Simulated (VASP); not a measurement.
# IrF: single point with PBE

The system is IrF.

```
CELL_PARAMETERS angstrom
2.54766 0.00000 0.00000
0.00000 2.54766 0.00000
0.00000 0.00000 3.98941
ATOMIC_POSITIONS crystal
Ir 0.50000 0.50000 0.50000
F 0.00000 0.00000 0.00000
```

The cell was generated, and may not be a known phase.

```json
{"Program": "VASP 6.6.1", "Task": "single point", "Functional": "PBE", "Potentials or basis": "VASP PAW PBE potentials, release 64 (Ir_sv_GW, F)", "Cutoff": "700 eV", "k mesh": "6 × 6 × 6", "Occupations": "gaussian, width 0.1 eV", "Spin": "collinear spin", "Starting moments": "[1.0, 0.0] μB", "Dipole correction": "no", "Further INCAR settings": "ALGO = Normal; EDIFF = 1e-06; NBANDS = 23"}
```

```
Pressure                                              : -0.4 GPa
Net moment                                            : 0.38 μB per cell
Site moments                                          : Ir +0.33; F +0.03 μB
Valence electrons inside the program's atomic spheres : Ir 15.89; F 5.98
```

Levels at points of the mesh, in eV from the Fermi level:
Spin up:
| k point | band 8 | band 9 | band 10 | band 11 | band 12 | band 13 | band 14 | band 15 | band 16 | band 17 |
| --- | --- | --- | --- | --- | --- | --- | --- | --- | --- | --- |
| (0.00, 0.00, 0.00) | -5.02 | -2.46 | -2.46 | -1.66 | 0.21 | 0.21 | 1.64 | 9.14 | 14.77 | 19.36 |
| (0.50, 0.00, 0.00) | -4.60 | -2.48 | -0.78 | -0.71 | 0.64 | 0.75 | 2.73 | 7.64 | 9.78 | 15.58 |
| (0.50, 0.50, 0.00) | -4.58 | -3.67 | -2.90 | -2.90 | -0.65 | 3.73 | 8.90 | 8.90 | 11.19 | 17.56 |
| (0.00, 0.00, 0.50) | -3.91 | -2.77 | -2.77 | 0.66 | 0.66 | 1.62 | 1.64 | 4.45 | 15.09 | 17.32 |
| (0.50, 0.00, 0.50) | -4.74 | -3.42 | -2.18 | -1.09 | -0.49 | 0.58 | 4.66 | 7.21 | 10.15 | 17.49 |
| (0.50, 0.50, 0.50) | -5.62 | -2.05 | -1.19 | -1.19 | 0.16 | 3.73 | 7.83 | 7.83 | 9.85 | 13.88 |
Spin down:
```tsv
k point	band 9	band 10	band 11	band 12	band 13	band 14	band 15	band 16
(0.00, 0.00, 0.00)	-2.40	-2.40	-1.50	0.53	0.53	1.84	9.25	14.81
(0.50, 0.00, 0.00)	-2.40	-0.58	-0.55	0.92	0.97	2.78	7.82	9.88
(0.50, 0.50, 0.00)	-3.62	-2.61	-2.61	-0.48	3.97	9.00	9.00	11.31
(0.00, 0.00, 0.50)	-2.68	-2.68	0.96	0.96	1.76	1.84	4.52	15.13
(0.50, 0.00, 0.50)	-3.15	-2.12	-0.90	-0.30	0.90	4.72	7.40	10.24
(0.50, 0.50, 0.50)	-1.96	-0.96	-0.96	0.34	3.97	7.92	7.92	9.91
```

Run time: 24 s on 1 thread of Intel(R) Xeon(R) 6975P-C (Granite Rapids), with other jobs on the host, peak memory 0.21 GiB.

Caveat: the k points lie up to 0.41 Å⁻¹ apart; a moment this small can come from the mesh or the smearing; spin-orbit coupling is left out, which moves the levels of the heavy elements.
